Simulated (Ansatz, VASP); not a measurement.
**Tl in VASP and in Ansatz**

```
CELL_PARAMETERS angstrom
-1.99066 1.99066 1.99066
1.99066 -1.99066 1.99066
1.99066 1.99066 -1.99066
ATOMIC_POSITIONS crystal
Tl 0.00000 0.00000 0.00000
```

Alike in both runs: task single point; functional PBE; k mesh 8 × 8 × 8; occupations gaussian, width 0.05 eV; no spin polarisation.

|  | VASP | Ansatz |
| --- | --- | --- |
| version | VASP 6.6.1 | Ansatz 0.2.0 |
| potentials or method | VASP PAW PBE potentials, release 64 (Tl_d), cutoff 520 eV | scalar-relativistic, plane waves, PAW |
| valence electrons in the cell | 13 | 13 |

Ansatz gave:

* pressure (GPa): 0.1

Question: Which values does VASP return?

Answer: Pressure (GPa): 0.0.

Spin-orbit coupling is off throughout.
